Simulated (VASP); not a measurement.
**BaO: relaxation of cell and atoms with PBEsol**

The system is BaO.

```xyz
2
Lattice="0.0000 2.7500 2.7500 2.7500 0.0000 2.7500 2.7500 2.7500 0.0000" Properties=species:S:1:pos:R:3 pbc="T T T"
Ba    0.0000    0.0000    0.0000
O     2.7500    2.7500    2.7500
```

* Program: VASP 6.6.1
* Task: relaxation of cell and atoms
* Functional: PBEsol
* Potentials or basis: VASP PAW PBE potentials, release 64 (Ba_sv, O)
* Cutoff: 600 eV
* k mesh: 8 × 8 × 8
* Occupations: gaussian, width 0.01 eV
* Spin: no spin polarisation
* Dipole correction: no
* Further INCAR settings: ALGO = Normal; EDIFF = 1e-07; IBRION = 2; EDIFFG = -0.002; NSW = 100; ISIF = 3

```json
{"Relaxed volume": "21.16 Å³/atom", "Relaxed cell": "a = 3.912 Å, b = 3.912 Å, c = 3.912 Å, α = 60.00°, β = 60.00°, γ = 60.00°", "Space group after relaxing (to 0.1 Å)": "Fm-3m (No. 225)", "Energy gained by relaxing": "1.6 meV/atom", "Ionic steps": "3", "Pressure after relaxing": "0.0 GPa", "Band gap on the k mesh": "1.86 eV"}
```

Step by step:
| step | energy change (eV) | largest force (eV/Å) | pressure (GPa) | volume (Å³) |
| --- | --- | --- | --- | --- |
| 1 | 0.0000 | 0.0000 | 1.39 | 41.59 |
| 2 | -0.0024 | 0.0000 | -0.64 | 42.69 |
| 3 | -0.0031 | 0.0000 | 0.00 | 42.33 |

Final structure:
```yaml
crystal:
  lattice:
    - [0.00000, 2.76604, 2.76604]
    - [2.76604, 0.00000, 2.76604]
    - [2.76604, 2.76604, 0.00000]
  atoms:
    - { symbol: Ba, position: [0.00000, 0.00000, 0.00000] }
    - { symbol: O, position: [0.50000, 0.50000, 0.50000] }
```

Levels at points of the mesh, in eV from the valence-band top:
```csv
k point,band 6,band 7,band 8,band 9,band 10,band 11
"(0.00, 0.00, 0.00)",-0.36,-0.36,-0.36,3.38,4.63,4.63
"(0.50, 0.00, 0.00)",-2.07,-1.52,-1.52,4.86,7.16,7.16
"(0.50, 0.50, 0.00)",-0.17,-0.17,0.00,1.86,5.94,8.92
```

Wall time 67 s on 1 thread of Intel Xeon 8259CL, on a shared host, peak memory 0.19 GiB.

Caveat: the PAW data sets were made with another functional, which shifts forces and pressure a little; spin-orbit coupling is left out, which moves the levels of the heavy elements. Zero-point motion and thermal expansion aren't in these numbers.
